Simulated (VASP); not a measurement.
Wanted: the native input for a VASP 6.6.1 run.

- Task: single point
- Functional: BLYP
- Dispersion: D3(BJ)
- Potentials or basis: VASP PAW PBE potentials, release 64 (Pb_d, Te)
- Cutoff: 520 eV
- k mesh: 7 × 7 × 7
- Occupations: fermi-dirac, width 0.05 eV
- Spin: no spin polarisation
- Dipole correction: no
- Further INCAR settings: ALGO = Normal; EDIFF = 1e-06; NBANDS = 17

The structure of TePb lies in POSCAR:

```
TePb
1.0
    0.0000000000      3.2452578039      3.2452578039
    3.2452578039      0.0000000000      3.2452578039
    3.2452578039      3.2452578039      0.0000000000
Pb Te
1 1
Direct
    0.0000000000      0.0000000000      0.0000000000
    0.5000000000      0.5000000000      0.5000000000
```

The input as run:

INCAR

```
PREC = Accurate ; ENCUT = 520
EDIFF = 1E-6 ; ISMEAR = -1
SIGMA = 0.05 ; LREAL = False
LASPH = True ; NELM = 100
ALGO = Normal ; ISIF = 2
LWAVE = False ; LCHARG = False
GGA = B5 ; ALDAX = 1.0
AGGAX = 1.0 ; AGGAC = 1.0
ALDAC = 0.0 ; IVDW = 12
VDW_S6 = 1.0 ; VDW_S8 = 2.6996
VDW_A1 = 0.4298 ; VDW_A2 = 4.2359
NBANDS = 17
```

KPOINTS

```
Automatic mesh
0
Gamma
  7 7 7
```

Potentials or basis: VASP PAW PBE potentials, release 64 (Pb_d, Te).

Command:

```sh
$ cat potpaw_PBE.64/Pb_d/POTCAR potpaw_PBE.64/Te/POTCAR > POTCAR
$ mpirun -np 1 vasp_std > vasp.out
```

It gave:

```json
{
 "Pressure": "0.1 GPa",
 "Dispersion energy per atom": "-0.948 eV"
}
```

Caveat: the PAW data sets were made with another functional, which shifts forces and pressure a little.

It took 19 s on 1 thread of Intel(R) Xeon(R) Platinum 8559C (Emerald Rapids) (shared host), peak memory 0.21 GiB.
